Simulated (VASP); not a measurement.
A run of VASP 6.6.1:

Contents of POSCAR:

```
GaN
1.0
    3.1771651428      0.0000000001      0.0000000000
   -1.5885825715      2.7515057256      0.0000000000
    0.0000000000      0.0000000000      5.1752186774
Ga N
2 2
Direct
    0.3333333333      0.6666666667     -0.0008277438
    0.6666666667      0.3333333333      0.4991722562
    0.3333333333      0.6666666667      0.3758277438
    0.6666666667      0.3333333333      0.8758277438
```

File INCAR.step1:

```
PREC = Accurate ; ENCUT = 520
EDIFF = 1E-5 ; ISMEAR = 0
SIGMA = 0.05 ; LREAL = F
LASPH = T ; NELM = 100
ALGO = Normal ; ISIF = 2
LWAVE = T ; LCHARG = F
NBANDS = 26 ; GGA = PE
```

Contents of INCAR.step2:

```
PREC = Accurate ; ENCUT = 520
EDIFF = 1E-6 ; ISMEAR = 0
SIGMA = 0.05 ; LREAL = F
LASPH = T ; NELM = 100
ALGO = Normal ; ISIF = 2
LWAVE = F ; LCHARG = F
GGA = PE ; LHFCALC = T
AEXX = 0.25 ; PRECFOCK = Normal
NBANDS = 26 ; ISTART = 1
```

KPOINTS

```
Automatic mesh
0
Gamma
  4 4 4
```

Potentials or basis: VASP PAW PBE potentials, release 64 (Ga_d, N).

Launch:

```sh
$ cat potpaw_PBE.64/Ga_d/POTCAR potpaw_PBE.64/N/POTCAR > POTCAR
$ cp INCAR.step1 INCAR
$ mpirun -np 1 vasp_std > vasp.out
$ cp INCAR.step2 INCAR
$ mpirun -np 1 vasp_std > vasp.out
```

Hardware: 1 thread of Intel(R) Xeon(R) Platinum 8259CL CPU @ 2.50GHz (Skylake/Cascade Lake), on a shared host.

Problem. Estimate the wall time of this run.

Solution. It took 44 min on 1 thread of Intel(R) Xeon(R) Platinum 8259CL CPU @ 2.50GHz (Skylake/Cascade Lake) (shared host), peak memory 0.17 GiB. Counts: k points 12.
